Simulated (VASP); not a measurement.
Pd:

```
Pd
1.0
     0.00000    1.93874    1.93874
     1.93874    0.00000    1.93874
     1.93874    1.93874    0.00000
Pd
1
Direct
  0.00000 0.00000 0.00000
```

Base run:

```yaml
Program: VASP 6.6.1
Functional: PBEsol
Potentials_or_basis: VASP PAW PBE potentials, release 64 (Pd)
Cutoff: 500 eV
k_mesh: 11 × 11 × 11
Occupations: fermi-dirac, width 0.05 eV
Spin: no spin polarisation
```

Its results: band gap on the k mesh zero (band 5 reaches 10.08 eV, above the bottom of band 6 at 8.54 eV); pressure -0.1 GPa.

**Question.** The run is repeated on the same cell with these changes: functional from PBEsol to PBE. What comes out?

**Answer.** Band gap on the k mesh zero (band 5 reaches 10.23 eV, above the bottom of band 6 at 8.69 eV); pressure 9.8 GPa.

PBE binds less tightly than PBEsol, so the same cell stands under more pressure.

Caveats: the PAW data sets were made with another functional, which shifts forces and pressure a little (some runs).
